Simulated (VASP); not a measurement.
ZnO:

```xyz
4
Lattice="3.2493 0.0000 0.0000 -1.6247 2.8140 0.0000 0.0000 0.0000 5.2057" Properties=species:S:1:pos:R:3 pbc="T T T"
Zn    0.0000    1.8760    2.6029
Zn    1.6247    0.9380    0.0000
O     1.6247    0.9380    1.9730
O     0.0000    1.8760    4.5759
```

Base run:

```yaml
Program: VASP 6.6.1
Functional: PBEsol
Potentials_or_basis: VASP PAW PBE potentials, release 64 (Zn, O)
Cutoff: 520 eV
k_mesh: 8 × 8 × 5
Occupations: fermi-dirac, width 0.02 eV
Spin: no spin polarisation
```

Its results: band gap on the k mesh 0.69 eV; pressure -0.5 GPa; largest force 0.065 eV/Å.

Question: The run is repeated on the same cell with these changes: functional from PBEsol to LDA; potentials or basis from VASP PAW PBE potentials, release 64 (Zn, O) to VASP PAW LDA potentials, release 64 (Zn, O). What comes out?

Answer: Band gap on the k mesh 0.74 eV; pressure -6.0 GPa; largest force 0.056 eV/Å.

Caveats: the PAW data sets were made with another functional, which shifts forces and pressure a little (at least some runs); the cell stands under tension (at least some runs).

